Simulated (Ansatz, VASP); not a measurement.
## One calculation of Mg, two programs

```
Mg
1.0
     3.05030    0.00000    0.00000
    -1.52515    2.64164    0.00000
     0.00000    0.00000    3.04484
Mg
1
Direct
  0.00000 0.00000 0.00000
```

Alike in both runs: task single point; functional r2SCAN; k mesh 18 × 18 × 16; occupations gaussian, width 0.15 eV; no spin polarisation.

```csv
,VASP,Ansatz
version,VASP 6.6.1,Ansatz 0.2.0
potentials or method,"VASP PAW PBE potentials, release 64 (Mg), cutoff 520 eV","scalar-relativistic, plane waves, PAW"
valence electrons in the cell,2,10
```

```csv
,VASP,Ansatz,Ansatz less VASP
gap on the k mesh at the Fermi level (eV),none,none,-
pressure (GPa),0.4,0.6,+0.20
"traceless stress, the component that is largest in VASP (GPa)",-0.55,-0.60,-0.056
```

VASP's potentials were made for PBE, not for r2SCAN. A gap of «none» marks a metal or a gap that the smearing closes. VASP's potentials hold 2 valence electrons a cell and Ansatz's 10, so a difference there can come from the potentials and not from the codes.
